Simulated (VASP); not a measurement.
Write the native input for VASP 6.6.1 that does the following.

* Task: relaxation of cell and atoms
* Functional: PBE
* Dispersion: D3(BJ)
* Potentials or basis: VASP PAW PBE potentials, release 64 (Li_sv, F)
* Cutoff: 600 eV
* k mesh: 10 × 10 × 10
* Occupations: gaussian, width 0.02 eV
* Spin: no spin polarisation
* Dipole correction: no
* Further INCAR settings: ALGO = Normal; EDIFF = 1e-07; IBRION = 2; EDIFFG = -0.005; NSW = 100; ISIF = 3

The structure of LiF lies in POSCAR:

```
LiF
1.0
    0.0000000000      2.0140000000      2.0140000000
    2.0140000000      0.0000000000      2.0140000000
    2.0140000000      2.0140000000      0.0000000000
Li F
1 1
Direct
    0.0000000000      0.0000000000      0.0000000000
    0.5000000000      0.5000000000      0.5000000000
```

The input as run:

INCAR

```
ALGO = Normal
EDIFF = 1E-7
EDIFFG = -0.005
ENCUT = 600
GGA = PE
IBRION = 2
ISIF = 3
ISMEAR = 0
IVDW = 12
LASPH = T
LCHARG = F
LREAL = F
LWAVE = F
NELM = 60
NSW = 100
PREC = Accurate
SIGMA = 0.02
```

KPOINTS

```
k-points
0
Gamma
  10 10 10
```

Potentials or basis: VASP PAW PBE potentials, release 64 (Li_sv, F).

Launch:

```console
$ cat potpaw_PBE.64/Li_sv/POTCAR potpaw_PBE.64/F/POTCAR > POTCAR
$ mpirun -np 1 vasp_std > vasp.out
```

Results of the run:

```json
{
 "Relaxed volume": "7.91 Å³/atom",
 "Relaxed cell": "a = 2.818 Å, b = 2.818 Å, c = 2.818 Å, α = 60.00°, β = 60.00°, γ = 60.00°",
 "Space group after relaxing (to 0.05 Å)": "Fm-3m (No. 225)",
 "Energy gained by relaxing": "1.9 meV/atom",
 "Ionic steps": "3",
 "Pressure after relaxing": "0.0 GPa",
 "Band gap on the k mesh": "9.38 eV, direct",
 "Dispersion energy per atom": "-0.184 eV"
}
```

Caveat: the cutoff is under 1.25 times the usual one of these potentials, so pressure, stress and relaxed cells hold a basis-set (Pulay) error.

Wall time 11 s on 1 thread of Intel(R) Xeon(R) Platinum 8488C (Sapphire Rapids), on a shared host, peak memory 0.14 GiB.
